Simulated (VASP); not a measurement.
# AlAs (F-43m) in VASP: G0W0 quasiparticle levels with PBE

Aim: the G0W0 quasiparticle levels of AlAs with PBE.

Everything below comes from runs of VASP 6.6.1. Logs are shortened: lines on timing, memory, paths and dates and some standing lists are left out, and cuts for length are marked.

### 1 The cell of the first run

It takes space group F-43m (No. 216, cubic). Conventional cell: a = 5.678 Å, b = 5.678 Å, c = 5.678 Å, α = 90.00°, β = 90.00°, γ = 90.00°. Within 3.2 Å of Al (site symmetry -43m) lie 4 As at 2.46 Å. Within 3.2 Å of As (site symmetry -43m) lie 4 Al at 2.46 Å.

### 2 G0W0 quasiparticle levels, PBE

File POSCAR:

```
AlAs
1.0
    0.0000000000      2.8389246377      2.8389246377
    2.8389246377      0.0000000000      2.8389246377
    2.8389246377      2.8389246377      0.0000000000
Al As
1 1
Direct
    0.0000000000      0.0000000000      0.0000000000
    0.2500000000      0.2500000000      0.2500000000
```

File INCAR.step1:

```
SYSTEM = AlAs
PREC = Accurate
ENCUT = 500
EDIFF = 1E-8
ISMEAR = 0
SIGMA = 0.01
LREAL = .FALSE.
LASPH = .TRUE.
NELM = 100
ALGO = Normal
LWAVE = .TRUE.
LCHARG = .FALSE.
GGA = PE
```

File INCAR.step2:

```
SYSTEM = AlAs
PREC = Accurate
ENCUT = 500
EDIFF = 1E-8
ISMEAR = 0
SIGMA = 0.01
LREAL = .FALSE.
LASPH = .TRUE.
NELM = 1
ALGO = Exact
LWAVE = .TRUE.
LCHARG = .FALSE.
GGA = PE
NBANDS = 254
LOPTICS = .TRUE.
ISTART = 1
```

File INCAR.step3:

```
SYSTEM = AlAs
PREC = Accurate
ENCUT = 500
EDIFF = 1E-8
ISMEAR = 0
SIGMA = 0.01
LREAL = .FALSE.
LASPH = .TRUE.
ALGO = EVGW0
LWAVE = .FALSE.
LCHARG = .FALSE.
GGA = PE
NELMGW = 1
NBANDS = 254
ENCUTGW = 180.0
NOMEGA = 48
PRECFOCK = Fast
ISTART = 1
NBANDSGW = 12
```

File KPOINTS:

```
regular mesh
0
G
  6 6 6
  0 0 0
```

Potentials or basis: VASP PAW PBE potentials, release 64 (Al_GW, As_GW).

Started as:

```bash
cat potpaw_PBE.64/Al_GW/POTCAR potpaw_PBE.64/As_GW/POTCAR > POTCAR
cp INCAR.step1 INCAR
mpirun -np 1 vasp_std > vasp.out
cp INCAR.step2 INCAR
mpirun -np 1 vasp_std > vasp.out
cp INCAR.step3 INCAR
mpirun -np 1 vasp_std > vasp.out
```

OUTCAR:

```text
SYSTEM = AlAs
   PREC = Accurate
   ENCUT = 500
   EDIFF = 1E-8
   ISMEAR = 0
   LREAL = .FALSE.
   LASPH = .TRUE.
   GGA = PE
   NELMGW = 1
   ENCUTGW = 180.0
   PRECFOCK = Fast
   ISTART = 1

 ion  position               nearest neighbor table
   1  0.000  0.000  0.000-   2 2.46   2 2.46   2 2.46   2 2.46
   2  0.250  0.250  0.250-   1 2.46   1 2.46   1 2.46   1 2.46

  LATTYP: Found a face centered cubic cell.
 ALAT       =     5.6778492754

  Lattice vectors:

 A1 = (   0.0000000000,   2.8389246377,   2.8389246377)
 A2 = (   2.8389246377,   0.0000000000,   2.8389246377)
 A3 = (   2.8389246377,   2.8389246377,   0.0000000000)

Analysis of symmetry for initial positions (statically):
=====================================================================
 Subroutine PRICEL returns:
 Original cell was already a primitive cell.

 Routine SETGRP: Setting up the symmetry group for a
 face centered cubic supercell.

 Subroutine GETGRP returns: Found 24 space group operations
 (whereof 24 operations were pure point group operations)
 out of a pool of 48 trial point group operations.

The static configuration has the point symmetry T_d .

Analysis of symmetry for dynamics (positions and initial velocities):
=====================================================================
 Subroutine PRICEL returns:
 Original cell was already a primitive cell.

 Routine SETGRP: Setting up the symmetry group for a
 face centered cubic supercell.

 Subroutine GETGRP returns: Found 24 space group operations
 (whereof 24 operations were pure point group operations)
 out of a pool of 48 trial point group operations.

The dynamic configuration has the point symmetry T_d .

 Subroutine INISYM returns: Found 24 space group operations
 (whereof 24 operations are pure point group operations),
 and found     1 'primitive' translations

----------------------------------------------------------------------------------------

                                     Primitive cell

  volume of cell :      45.7606

  direct lattice vectors                    reciprocal lattice vectors
     0.000000000  2.838924638  2.838924638    -0.176123027  0.176123027  0.176123027
     2.838924638  0.000000000  2.838924638     0.176123027 -0.176123027  0.176123027
     2.838924638  2.838924638  0.000000000     0.176123027  0.176123027 -0.176123027

  length of vectors
     4.014845725  4.014845725  4.014845725     0.305054031  0.305054031  0.305054031

  position of ions in fractional coordinates (direct lattice)
     0.000000000  0.000000000  0.000000000
     0.250000000  0.250000000  0.250000000

  ion indices of the primitive-cell ions
   primitive index   ion index
                 1           1
                 2           2

----------------------------------------------------------------------------------------

 KPOINTS: regular mesh

Automatic generation of k-mesh.
 Grid dimensions read from file:
 generate k-points for:    6    6    6

 Generating k-lattice:

  Cartesian coordinates                     Fractional coordinates (reciprocal lattice)
    -0.029353838  0.029353838  0.029353838     0.166666667  0.000000000  0.000000000
     0.029353838 -0.029353838  0.029353838     0.000000000  0.166666667  0.000000000
     0.029353838  0.029353838 -0.029353838     0.000000000  0.000000000  0.166666667

  Length of vectors
     0.050842338  0.050842338  0.050842338

  Shift w.r.t. Gamma in fractional coordinates (k-lattice)
     0.000000000  0.000000000  0.000000000

 Subroutine IBZKPT returns following result:
 ===========================================

 Found     16 irreducible k-points:

 Following reciprocal coordinates:
            Coordinates               Weight
  0.000000  0.000000  0.000000      1.000000
  0.166667  0.000000  0.000000      8.000000
  0.333333  0.000000  0.000000      8.000000
  0.500000  0.000000  0.000000      4.000000
  0.166667  0.166667  0.000000      6.000000
  0.333333  0.166667  0.000000     24.000000
[... 8 lines left out ...]
 -0.333333  0.333333  0.166667     24.000000
 -0.333333  0.500000  0.166667     12.000000
   k-points           NKPTS =     16   k-points in BZ     NKDIM =    216   number of bands    NBANDS=    254
   number of dos      NEDOS =    301   number of ions     NIONS =      2
   total plane-waves  NPLWV =  27000
   dimension x,y,z NGX =    30 NGY =   30 NGZ =   30
   dimension x,y,z NGXF=    60 NGYF=   60 NGZF=   60
   ions per type =               1   1
   NGX,Y,Z   is equivalent  to a cutoff of  12.42, 12.42, 12.42 a.u.
   NGXF,Y,Z  is equivalent  to a cutoff of  24.84, 24.84, 24.84 a.u.
 SYSTEM =  AlAs
   PREC   = accura    normal or accurate (medium, high low for compatibility)
   ISTART =      1    job   : 0-new  1-cont  2-samecut
   ICHARG =      0    charge: 1-file 2-atom 10-const
   ISPIN  =      1    spin polarized calculation?
   LNONCOLLINEAR =      F non collinear calculations
   LSORBIT =      F    spin-orbit coupling
   LASPH  =      T    aspherical Exc in radial PAW
   ENCUT  =  500.0 eV  36.75 Ry    6.06 a.u.   7.32  7.32  7.32*2*pi/ulx,y,z
   NELM   =     60;   NELMIN=  2; NELMDL=  0     # of ELM steps
   EDIFF  = 0.1E-07   stopping-criterion for ELM
   LREAL  =      F    real-space projection
   EDIFFG = 0.1E-06   stopping-criterion for IOM
   NSW    =      0    number of steps for IOM
   IBRION =     -1    ionic relax: 0-MD 1-quasi-New 2-CG
   NFREE  =      0    steps in history (QN), initial steepest desc. (CG)
   ISIF   =      0    stress and relaxation
   ISYM   =      3    0-nonsym 1-usesym 2-fastsym
   POTIM  = 0.5000    time-step for ionic-motion
   TEBEG  =    0.0;   TEEND  =   0.0 temperature during run
   PSTRESS=    0.0 pullay stress
   NELECT =       8.0000    total number of electrons
   NUPDOWN=      -1.0000    fix difference up-down
   EMIN   =  10.00;   EMAX   =-10.00  energy-range for DOS
   EFERMI =   0.00;   METHOD = LEGACY
   ISMEAR =     0;   SIGMA  =   0.01  broadening in eV -4-tet -1-fermi 0-gaus
   EFERMI_NEDOS =   21; number of points for ismear=-14 and -15
   IALGO  =     38    algorithm
   IMIX   =      4    mixing-type and parameters
     AMIX     =   0.40;   BMIX     =  1.00
     AMIX_MAG =   1.60;   BMIX_MAG =  1.00
  volume/ion in A,a.u.               =      22.88       154.40
  Fermi-wavevector in a.u.,A,eV,Ry     =   0.915393  1.729842 11.400927  0.837945
  Thomas-Fermi vector in A             =   2.040129
   LORBIT       =      0    0 simple, 1 ext, 2 COOP (PROOUT), +10 PAW based schemes
   GGA     = PE    functional components
   LHFCALC =     T    Hartree Fock is set to
   PRECFOCK=fast      Normal, Fast or Accurate (Low or Medium for compatibility)
   ENCUT4O =  -1.0   cutoff for four orbital integrals eV
   NKREDX  =     1    reduce k-point grid by
   NKREDY  =     1    reduce k-point grid by
   NKREDZ  =     1    reduce k-point grid by
   AEXX    =    1.0000 exact exchange contribution
   HFSCREEN=    0.0000 screening length (either q_TF or 0.3 A-1)
   HFSCREENC=   0.0000 screening length for correlation (either q_TF or 0.3 A-1)
   ENCUTFOCK=  -1.0 apply spherical cutoff to Coloumb kernel
   IVDW    =     0    specifies the selected vdW correction
   LEPSILON=     F    determine dielectric tensor
   LRPA    =     F    only Hartree local field effects (RPA)
   LRPAFORCE           =     F    calculate RPA forces
   ENCUTGW             = 180.0    cutoff for response function in eV
   ENCUTGWSOFT         = 144.0    soft cutoff for Coulomb kernel in GW response function in eV
   ENCUTLF             =  -1.0    cutoff for local field effects
   NELMGW              =     1    number of iterations in solving QP/BSE equation
   NELMHF              =     1    number of iterations in the inner HF iteration
   NKREDLFX            =     1    NKREDLFY  =   1   NKREDLFZ  =   1
 non-spin polarized calculation
 Gauss-broadening in eV      SIGMA  =   0.01
  energy-cutoff  :      500.00
  volume of cell :       45.76
 maximum number of plane-waves:      1211
 NGX is ok and might be reduce to    30
  NGX = 18; NGY = 18; NGZ = 18
   NGX = 15   NGY = 15   NGZ = 15
 maximum number of plane-waves:       262

 QP shifts <psi_nk| G(iteration)W_0 |psi_nk>: iteration 1
 for sc-GW calculations column KS-energies equals QP-energies in previous step
 and V_xc(KS)=  KS-energies - (<T + V_ion + V_H > + <T+V_H+V_ion>^1  + <V_x>^1)

 k-point   1 :       0.0000    0.0000    0.0000
  band No.  KS-energies  QP-energies   sigma(KS)   V_xc(KS)     V^pw_x(r,r')   Z            occupation Imag(sigma)

      1      -8.4597      -9.0158     -11.7361     -10.8883     -17.8717       0.6559       2.0000       1.0623
      2       3.3579       2.6763     -12.1471     -11.2549     -13.0464       0.7639       2.0000       0.0166
      3       3.3579       2.6763     -12.1471     -11.2549     -13.0464       0.7639       2.0000       0.0166
      4       3.3579       2.6763     -12.1471     -11.2549     -13.0464       0.7639       2.0000       0.0166
      5       5.3324       5.6687      -9.4972      -9.9322      -5.8069       0.7732       0.0000      -0.1058
      6       7.6252       7.7581      -8.9550      -9.1313      -4.6251       0.7536       0.0000      -0.1078
      7       7.6252       7.7581      -8.9550      -9.1313      -4.6251       0.7536       0.0000      -0.1078
      8       7.6252       7.7581      -8.9550      -9.1313      -4.6251       0.7536       0.0000      -0.1078
      9      12.1744      12.1027      -7.6147      -7.5192      -2.2875       0.7502       0.0000      -0.2855
     10      12.3481      12.4226      -8.9570      -9.0573      -3.6698       0.7424       0.0000      -0.2543
     11      12.3481      12.4226      -8.9570      -9.0573      -3.6698       0.7424       0.0000      -0.2543
     12      14.7586      14.6438      -7.7689      -7.6145      -2.0184       0.7438       0.0000      -0.5252

 k-point   2 :       0.1667    0.0000    0.0000
  band No.  KS-energies  QP-energies   sigma(KS)   V_xc(KS)     V^pw_x(r,r')   Z            occupation Imag(sigma)
[... 225 lines left out ...]
      1      -6.4924      -6.9824     -12.5294     -11.8162     -17.8313       0.6870       2.0000       0.7433
      2      -1.8139      -2.5121     -10.9559      -9.9516     -14.0416       0.6952       2.0000       0.1947
      3       0.4500      -0.3154     -11.0295      -9.9789     -12.9621       0.7285       2.0000       0.0515
      4       0.6939      -0.0571     -10.9106      -9.8871     -12.6643       0.7338       2.0000       0.0424
      5       6.5260       6.5338      -8.5421      -8.5522      -4.5367       0.7674       0.0000      -0.1047
      6       7.4520       7.5468      -8.9851      -9.1098      -4.7866       0.7606       0.0000      -0.1066
      7      10.4366      10.5526      -8.9849      -9.1431      -3.7217       0.7333       0.0000      -0.2215
      8      11.1361      11.2378      -9.3396      -9.4781      -4.0784       0.7345       0.0000      -0.2316
      9      13.8798      13.9402      -9.5455      -9.6296      -3.3386       0.7175       0.0000      -0.4946
     10      15.5757      15.6508      -9.9446     -10.0470      -3.7047       0.7336       0.0000      -0.5912
     11      15.8576      15.9080      -9.2853      -9.3541      -2.9786       0.7328       0.0000      -0.6473
     12      17.0991      17.2067      -9.4851      -9.6308      -3.1914       0.7386       0.0000      -0.7123
```

Run time: 25 min. Hardware: 1 thread of Intel Xeon Platinum 8488C (Sapphire Rapids), shared host; peak memory 1.5 GiB.

What came out:

```yaml
Quasiparticle_gap: 2.10 eV
Least_direct_quasiparticle_gap: 2.99 eV
Band_gap_of_the_starting_levels_on_the_mesh: 1.45 eV
Least_direct_gap_of_the_starting_levels_on_the_mesh: 1.97 eV
```

Caveat: bands, screening cutoff and mesh are small and nothing is extrapolated, so the quasiparticle values aren't converged.
